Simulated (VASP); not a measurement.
Crystal: VSi2 (lda).

```
CELL_PARAMETERS angstrom
4.53480 0.00000 0.00000
-2.26740 3.92725 0.00000
0.00000 0.00000 6.31890
ATOMIC_POSITIONS crystal
V 0.00000 0.50000 0.16667
V 0.50000 0.50000 0.83333
V 0.50000 0.00000 0.50000
Si 0.83751 0.67501 0.50000
Si 0.16249 0.83751 0.83333
Si 0.67501 0.83751 0.16667
Si 0.16249 0.32499 0.50000
Si 0.83751 0.16249 0.83333
Si 0.32499 0.16249 0.16667
```

| Quantity | Value |
| --- | --- |
| Program | VASP 6.6.1 |
| Task | relaxation of cell and atoms |
| Functional | LDA |
| Potentials or basis | VASP PAW LDA potentials, release 64 (V_sv, Si) |
| Cutoff | 600 eV |
| k mesh | 9 × 9 × 6 |
| Occupations | gaussian, width 0.1 eV |
| Spin | no spin polarisation |

At the start: pressure -4.4 GPa; volume 12.50 Å³/atom.

**Question.** Where does the relaxation end?

**Answer.** Over 9 steps the energy falls by 4.5 meV/atom and the volume is 12.20 Å³/atom (-2.4 %); space group P6_222 (No. 180, to 0.05 Å).

The path:
```tsv
step	energy change (eV)	largest force (eV/Å)	pressure (GPa)	volume (Å³)
1	0.0000	0.0854	-4.42	112.54
2	0.0076	0.0611	5.44	107.00
3	-0.0387	0.0752	0.06	109.84
4	-0.0402	0.0263	0.01	109.82
5	-0.0403	0.0178	0.05	109.82
6	-0.0404	0.0003	-0.11	109.87
7	-0.0404	0.0023	-0.08	109.86
8	-0.0404	0.0024	0.10	109.79
9	-0.0404	0.0005	-0.01	109.82
```

Final structure:
```xyz
9
Lattice="4.4931 0.0000 0.0000 -2.2466 3.8911 0.0000 0.0000 0.0000 6.2815" Properties=species:S:1:pos:R:3 pbc="T T T"
V    -1.1233    1.9456    1.0469
V     1.1233    1.9456    5.2346
V     2.2466    0.0000    3.1407
Si    2.2466    2.6197    3.1407
Si   -1.1454    3.2554    5.2346
Si    1.1454    3.2554    1.0469
Si    0.0000    1.2715    3.1407
Si    3.3920    0.6357    5.2346
Si    1.1011    0.6357    1.0469
```
